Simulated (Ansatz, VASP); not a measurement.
# C: VASP beside Ansatz

```xyz
2
Lattice="0.0000 1.7027 1.7027 1.7027 0.0000 1.7027 1.7027 1.7027 0.0000" Properties=species:S:1:pos:R:3 pbc="T T T"
C     0.0000    0.0000    0.0000
C     0.8514    0.8514    0.8514
```

Alike in both runs: task single point; functional PBEsol; k mesh 22 × 22 × 22; occupations gaussian, width 0.05 eV; no spin polarisation.

|  | VASP | Ansatz |
| --- | --- | --- |
| version | VASP 6.6.1 | Ansatz 0.2.0 |
| potentials or method | VASP PAW PBE potentials, release 64 (C), cutoff 520 eV | scalar-relativistic, plane waves, PAW |
| valence electrons in the cell | 8 | 8 |

```tsv
	VASP	Ansatz	Ansatz less VASP
gap on the k mesh at the Fermi level (eV)	4.33	4.34	+0.010
least direct gap on the mesh (eV)	5.92	5.93	+0.004
```

VASP's potentials were made for PBE, not for PBEsol.
